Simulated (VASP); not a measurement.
# Ta (Im-3m) in VASP: a series of runs, part 3 of 3

VASP 6.6.1.

## 4. Relaxation of cell and atoms, PBE, target pressure 120 GPa, at which the enthalpy is minimised

File INCAR:

```
SYSTEM = Ta
PREC = Accurate
ENCUT = 600
EDIFF = 1E-6
ISMEAR = -1
SIGMA = 0.1
LREAL = .FALSE.
LASPH = .TRUE.
NELM = 100
ALGO = Normal
ISIF = 3
LWAVE = .FALSE.
LCHARG = .FALSE.
GGA = PE
IBRION = 2
NSW = 32
EDIFFG = -0.005
PSTRESS = 1200.0
```

File KPOINTS:

```
Automatic mesh
0
G
  18 18 18
  0 0 0
```

File POSCAR:

```
Ta
1.0
   -1.4854661022      1.4854661022      1.4854661022
    1.4854661022     -1.4854661022      1.4854661022
    1.4854661022      1.4854661022     -1.4854661022
Ta
1
Direct
    0.0000000000      0.0000000000      0.0000000000
```

Potentials or basis: VASP PAW PBE potentials, release 64 (Ta_pv).

On the command line:

```console
cat potpaw_PBE.64/Ta_pv/POTCAR > POTCAR
mpirun -np 1 vasp_std > vasp.out
```

OUTCAR:

```text
SYSTEM = Ta
   PREC = Accurate
   ENCUT = 600
   EDIFF = 1E-6
   ISMEAR = -1
   LREAL = .FALSE.
   LASPH = .TRUE.
   NELM = 100
   ISIF = 3
   GGA = PE
   IBRION = 2
   NSW = 32
   EDIFFG = -0.005
   PSTRESS = 1200.0

 ion  position               nearest neighbor table
   1  0.000  0.000  0.000-

  LATTYP: Found a body centered cubic cell.
 ALAT       =     2.9709322044

  Lattice vectors:

 A1 = (  -1.4854661022,   1.4854661022,   1.4854661022)
 A2 = (   1.4854661022,  -1.4854661022,   1.4854661022)
 A3 = (   1.4854661022,   1.4854661022,  -1.4854661022)

Analysis of symmetry for initial positions (statically):
=====================================================================
 Subroutine PRICEL returns:
 Original cell was already a primitive cell.

 Routine SETGRP: Setting up the symmetry group for a
 body centered cubic supercell.

 Subroutine GETGRP returns: Found 48 space group operations
 (whereof 48 operations were pure point group operations)
 out of a pool of 48 trial point group operations.

The static configuration has the point symmetry O_h .

Analysis of symmetry for dynamics (positions and initial velocities):
=====================================================================
 Subroutine PRICEL returns:
 Original cell was already a primitive cell.

 Routine SETGRP: Setting up the symmetry group for a
 body centered cubic supercell.

 Subroutine GETGRP returns: Found 48 space group operations
 (whereof 48 operations were pure point group operations)
 out of a pool of 48 trial point group operations.

The dynamic configuration has the point symmetry O_h .

 Subroutine INISYM returns: Found 48 space group operations
 (whereof 48 operations are pure point group operations),
 and found     1 'primitive' translations

----------------------------------------------------------------------------------------

                                     Primitive cell

  volume of cell :      13.1114
[... 115 lines left out ...]
   IVDW    =     0    specifies the selected vdW correction
   LEPSILON=     F    determine dielectric tensor
   LRPA    =     F    only Hartree local field effects (RPA)
 conjugate gradient relaxation of ions
 non-spin polarized calculation
  energy-cutoff  :      600.00
  volume of cell :       13.11
 maximum number of plane-waves:       466
 NGX is ok and might be reduce to    24
   NGX = 11   NGY = 11   NGZ = 11

--------------------------------------- Ionic step        1  -------------------------------------------

 number of electron      10.9999999 magnetization

 Free energy of the ion-electron system (eV)
  ---------------------------------------------------
  ext. energy  EPLUGINS =         0.00000000
  ---------------------------------------------------
  free energy    TOTEN  =       -10.31602129 eV

  energy without entropy =      -10.28234169  energy(sigma->0) =      -10.29918149

------------------------ aborting loop because EDIFF is reached ----------------------------------------

  FORCE on cell =-STRESS in cart. coord.  units (eV):
  Direction    XX          YY          ZZ          XY          YZ          ZX
  --------------------------------------------------------------------------------------
  -------------------------------------------------------------------------------------
  Total        9.9581961      9.9581961      9.9581961     -0.0000000      0.0000000     -0.0000000
  in kB     1216.8667642   1216.8667642   1216.8667642     -0.0000000      0.0000000     -0.0000000
  external PRESSURE =      16.8667642 kB  Pullay stress =    1200.0000000 kB
[... 61 lines left out ...]
--------------------------------------- Ionic step        3  -------------------------------------------

 number of electron      10.9999999 magnetization

 Free energy of the ion-electron system (eV)
  ---------------------------------------------------
  ext. energy  EPLUGINS =         0.00000000
  ---------------------------------------------------
  free energy    TOTEN  =       -10.34502998 eV

  energy without entropy =      -10.31125163  energy(sigma->0) =      -10.32814080

 E-fermi :   8.4392     XC(G=0): -14.3174

 val. band max:        8.4376471160   @ k =  -0.3889  -0.4444   0.0556
 cond. band min:       8.4460315637   @ k =   0.2778   0.1667   0.0556
 fundamental gap:      0.0083844477
 Fermi energy:         8.4391792539

 k-point     1 :       0.0000    0.0000    0.0000
  band No.  band energies     occupation
      1     -23.4235      2.00000
      2     -23.4235      2.00000
      3     -23.4235      2.00000
      4      -0.5595      2.00000
      5       8.9271      0.01510
      6       8.9271      0.01510
      7       8.9271      0.01510
      8      13.4289      0.00000
      9      13.4289      0.00000
[... 265 lines left out ...]
 k-point    24 :       0.3889    0.1111    0.0000
  band No.  band energies     occupation
      1     -26.3153      2.00000
      2     -24.4755      2.00000
      3     -23.6107      2.00000
      4       2.9619      2.00000
      5       5.8315      2.00000
      6      10.3794      0.00000
      7      13.3982      0.00000
      8      15.4504      0.00000
      9      19.7682      0.00000

 [... further k-points ...]
[... 5 lines left out ...]
  --------------------------------------------------------------------------------------
  -------------------------------------------------------------------------------------
  Total        9.8484738      9.8484738      9.8484738     -0.0000000      0.0000000     -0.0000000
  in kB     1199.9386327   1199.9386327   1199.9386327     -0.0000000      0.0000000     -0.0000000
  external PRESSURE =      -0.0613673 kB  Pullay stress =    1200.0000000 kB
[... 20 lines left out ...]
  energy  without entropy=      -10.3112516307  energy(sigma->0) =      -10.32814080

  enthalpy is  TOTEN    =        -0.4960525334 eV   P V=        9.8489774444

 reached required accuracy - stopping structural energy minimisation
```

OSZICAR:

```text
N       E                     dE             d eps       ncg     rms          rms(c)
DAV:   1     0.529841843194E+02    0.52984E+02   -0.72210E+03  3518   0.138E+03
DAV:   2    -0.100070569143E+02   -0.62991E+02   -0.61560E+02  4608   0.276E+02
DAV:   3    -0.106266513978E+02   -0.61959E+00   -0.59022E+00  3936   0.261E+01
[... 19 lines left out ...]
DAV:   2    -0.103481888802E+02    0.12591E-01   -0.14848E-02  3599   0.173E+00    0.583E-01
DAV:   3    -0.103449446798E+02    0.32442E-02   -0.93707E-03  3628   0.132E+00    0.175E-01
DAV:   4    -0.103450302415E+02   -0.85562E-04   -0.14591E-04  4289   0.142E-01    0.181E-02
DAV:   5    -0.103450304801E+02   -0.23862E-06   -0.10209E-05  3692   0.415E-02    0.107E-02
DAV:   6    -0.103450299779E+02    0.50224E-06   -0.17672E-07  1893   0.621E-03
   3 F= -.49605253E+00 E0= -.47916336E+00  d E =-.198675E-03
```

It took 61 s on 1 thread of Intel Xeon 8259CL, shared host; peak memory 0.18 GiB.

Results:

```
Free energy                                                : -10.3450 eV
Relaxed volume                                             : 13.15 Å³/atom
Relaxed cell                                               : a = 2.575 Å, b = 2.575 Å, c = 2.575 Å, α = 109.47°, β = 109.47°, γ = 109.47°
Space group after relaxing (to 0.1 Å)                      : Im-3m (No. 229)
Energy change on relaxing (the run minimises the enthalpy) : -29.0 meV/atom
Ionic steps                                                : 3
Pressure after relaxing                                    : 120.0 GPa
Band gap on the k mesh                                     : zero (an odd number of electrons rules out a gap without spin polarisation)
```

The path:
| step | energy change (eV) | largest force (eV/Å) | pressure (GPa) | volume (Å³) |
| --- | --- | --- | --- | --- |
| 1 | 0.0000 | 0.0000 | 121.69 | 13.11 |
| 2 | -0.1909 | 0.0000 | 110.46 | 13.38 |
| 3 | -0.0290 | 0.0000 | 119.99 | 13.15 |

Final structure:
```yaml
crystal:
  lattice:
    - [-1.48692, 1.48692, 1.48692]
    - [1.48692, -1.48692, 1.48692]
    - [1.48692, 1.48692, -1.48692]
  atoms:
    - { symbol: Ta, position: [0.00000, 0.00000, 0.00000] }
```

Caveat: the cell is relaxed towards a set pressure, so the run minimises the enthalpy, not the energy; spin-orbit coupling is left out, which moves the levels of the heavy elements.

## 5. The runs side by side

| task | cell | cutoff (eV) | gap on the mesh (eV) | pressure (GPa) |
| --- | --- | --- | --- | --- |
| single point | a = 2.573 Å, angles 109.5°, 1 atom | 520 | none | 121.6 |
| single point | a = 2.571 Å, angles 109.5°, 1 atom | 520 | none | 123.2 |
| relaxation of cell and atoms | relaxed to 120 GPa from a = 2.573 Å, angles 109.5°, 1 atom | 600 | none | 120.0 |

Alike in all rows: level PBE; potentials or basis VASP PAW PBE potentials, release 64 (Ta_pv); no spin polarisation; k mesh 18 × 18 × 18; smearing fermi-dirac 0.1 eV.

Caveats: spin-orbit coupling is left out, which moves the levels of the heavy elements; the cell stands under pressure (at least some runs); the cell is relaxed towards a set pressure, so the run minimises the enthalpy, not the energy (at least some runs).

Total energies depend on the potentials used, so only differences within one code and one set of settings carry meaning.
